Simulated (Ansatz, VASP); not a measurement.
# Ti: VASP beside Ansatz

Contents of INCAR:

```
SYSTEM = Ti
ALGO = Fast ; EDIFF = 1E-6
ENCUT = 520 ; GGA = PS
ISIF = 2 ; ISMEAR = 0
LASPH = .TRUE. ; LCHARG = .FALSE.
LREAL = .FALSE. ; LWAVE = .FALSE.
NBANDS = 19 ; NELM = 80
PREC = Accurate ; SIGMA = 0.15
```

File KPOINTS:

```
k-points
0
G
  24 24 14
  0 0 0
```

Contents of POSCAR:

```
Ti
1.0
    2.9004352004      0.0000000000      0.0000000000
   -1.4502176002      2.6437227203      0.0000000000
    0.0000000000      0.0000000000      4.5909904469
Ti
2
Direct
    0.3333333333      0.6666666667      0.2500000000
    0.6666666667      0.3333333333      0.7500000000
```

Input for Ansatz:

```yaml
crystal:
  lattice:
    - [2.9004352004, 0.0, 0.0]
    - [-1.4502176002, 2.6437227203, 0.0]
    - [0.0, 0.0, 4.5909904469]
  atoms:
    - { symbol: Ti, position: [0.3333333333, 0.6666666667, 0.25] }
    - { symbol: Ti, position: [0.6666666667, 0.3333333333, 0.75] }
basis:
  ecutwfc: 420
kpoints:
  mp_grid: { grid: [24, 24, 14] }
hamiltonian:
  xc: pbesol
scf:
  occupations: { method: gaussian, width: 0.15 }
output:
  forces: true
  stress: true
  eigenvalues: true
  write_density: true
  write_potential: true
  elf: true
  volumetric_format: npy
```

Change from the starting cell: strain +0.0525 x Voigt [0, 1, 0, 0, 0, 0], atoms carried along.

Alike in both runs: task single point; functional PBEsol; k mesh 24 × 24 × 14; occupations gaussian, width 0.15 eV; no spin polarisation.

```csv
,VASP,Ansatz
version,VASP 6.6.1,Ansatz 0.2.0
potentials or method,"VASP PAW PBE potentials, release 64 (Ti_sv), cutoff 520 eV","scalar-relativistic, plane waves, PAW"
valence electrons in the cell,24,24
```

Ansatz gave:

* gap on the k mesh at the Fermi level (eV): none
* pressure (GPa): -5.4
* traceless stress, the component that is largest in VASP (GPa): -3.58
* rms of the force components (eV/Å): 0.077

**Question.** Estimate VASP's values.

**Answer.** gap on the k mesh at the Fermi level (eV): none; pressure (GPa): -5.6; traceless stress, the component that is largest in VASP (GPa): -3.56; rms of the force components (eV/Å): 0.075.

VASP's potentials were made for PBE, not for PBEsol. Atom by atom the forces differ by 0.001 eV/Å (rms over components). A gap of «none» marks a metal or a gap that the smearing closes. The functional is the same, so the differences come from potentials, cutoffs and numerics.
